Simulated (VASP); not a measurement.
Wanted: the native input for a VASP 6.6.1 run.

| Quantity | Value |
| --- | --- |
| Task | single point |
| Functional | r2SCAN |
| Potentials or basis | VASP PAW PBE potentials, release 64 (Ir) |
| Cutoff | 520 eV |
| k mesh | 15 × 15 × 16 |
| Occupations | gaussian, width 0.1 eV |
| Spin | no spin polarisation |
| Dipole correction | no |
| Further INCAR settings | ALGO = Normal; EDIFF = 1e-07; NBANDS = 10; ISYM = 0 |

Crystal: Ir.

```
CELL_PARAMETERS angstrom
2.78616 0.00000 -0.00135
-1.39308 2.41288 0.00000
1.39203 0.80369 2.19167
ATOMIC_POSITIONS crystal
Ir 0.00000 0.00000 0.00000
```

These files were run (other wordings do the same):

POSCAR

```
Ir
1.0
    2.7861564914     -0.0000001900     -0.0013542946
   -1.3930784103      2.4128825855      0.0000000000
    1.3920308145      0.8036893655      2.1916662143
Ir
1
Direct
    0.0000000000      0.0000000000      0.0000000000
```

INCAR.step1

```
SYSTEM = Ir
PREC     = Accurate       ! precision mode
ENCUT    = 520            ! plane-wave cutoff, eV
ISMEAR   = 0              ! smearing method
SIGMA    = 0.1            ! smearing width, eV
LREAL    = .FALSE.        ! projectors in reciprocal space
LASPH    = .TRUE.         ! aspherical terms in the spheres
NELM     = 80             ! most SCF steps
ISYM     = 0            
NBANDS   = 10             ! bands
GGA      = PE             ! functional
ALGO     = Normal         ! electronic algorithm
EDIFF    = 1E-4           ! SCF threshold, eV
LWAVE    = .TRUE.         ! write WAVECAR
LCHARG   = .FALSE.        ! write CHGCAR
```

INCAR.step2

```
SYSTEM = Ir
PREC     = Accurate       ! precision mode
ENCUT    = 520            ! plane-wave cutoff, eV
EDIFF    = 1E-7           ! SCF threshold, eV
ISMEAR   = 0              ! smearing method
SIGMA    = 0.1            ! smearing width, eV
LREAL    = .FALSE.        ! projectors in reciprocal space
LASPH    = .TRUE.         ! aspherical terms in the spheres
NELM     = 80             ! most SCF steps
ALGO     = Normal         ! electronic algorithm
ISIF     = 2              ! what is computed and relaxed
LWAVE    = .FALSE.        ! write WAVECAR
LCHARG   = .TRUE.         ! write CHGCAR
METAGGA  = R2SCAN         ! meta-GGA
LMIXTAU  = .TRUE.       
LELF     = .TRUE.         ! ELF
LVHAR    = .TRUE.       
ISYM     = 0            
NBANDS   = 10             ! bands
ISTART   = 1
```

KPOINTS

```
Automatic mesh
0
G
  15 15 16
  0 0 0
```

Potentials or basis: VASP PAW PBE potentials, release 64 (Ir).

Command:

```console
$ cat potpaw_PBE.64/Ir/POTCAR > POTCAR
$ cp INCAR.step1 INCAR
$ mpirun -np 1 vasp_std > vasp.out
$ cp INCAR.step2 INCAR
$ mpirun -np 1 vasp_std > vasp.out
```

Results of the run:

The pressure is -10.0 GPa and the band gap on the k mesh is zero (an odd number of electrons rules out a gap without spin polarisation).

Caveat: the stress differs along the axes, from -16 to 2 GPa; the PAW data sets were made with another functional, which shifts forces and pressure a little; spin-orbit coupling is left out, which moves the levels of the heavy elements.

It took 18 min on 1 thread of Oxide Virtual Turin-like Processor (shared host), peak memory 0.35 GiB.
